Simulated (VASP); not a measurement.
# CdS: single point with PBEsol

The system is CdS.

```
Cd S
1.0
     0.00000    2.90318    2.90318
     2.90318    0.00000    2.90318
     2.90318    2.90318    0.00000
Cd S
1 1
Direct
  0.00000 0.00000 0.00000
  0.75000 0.75000 0.75000
```

This cell differs from its parent crystal: volume scaled by 0.96.

* Program: VASP 6.6.1
* Task: single point
* Functional: PBEsol
* Potentials or basis: VASP PAW PBE potentials, release 64 (Cd, S)
* Cutoff: 520 eV
* k mesh: 7 × 7 × 7
* Occupations: fermi-dirac, width 0.02 eV
* Spin: no spin polarisation

| Item | Value |
| --- | --- |
| Pressure | 1.0 GPa |
| Band gap on the k mesh | 1.04 eV, direct |

Levels at points of the mesh, in eV from the valence-band top:
| k point | band 7 | band 8 | band 9 | band 10 | band 11 | band 12 |
| --- | --- | --- | --- | --- | --- | --- |
| (0.00, 0.00, 0.00) | 0.00 | 0.00 | 0.00 | 1.04 | 6.44 | 6.44 |

It took 10 s on 1 thread of Intel(R) Xeon(R) 6975P-C (Granite Rapids), on a shared host, peak memory 0.17 GiB.

Caveat: the PAW data sets were made with another functional, which shifts forces and pressure a little.
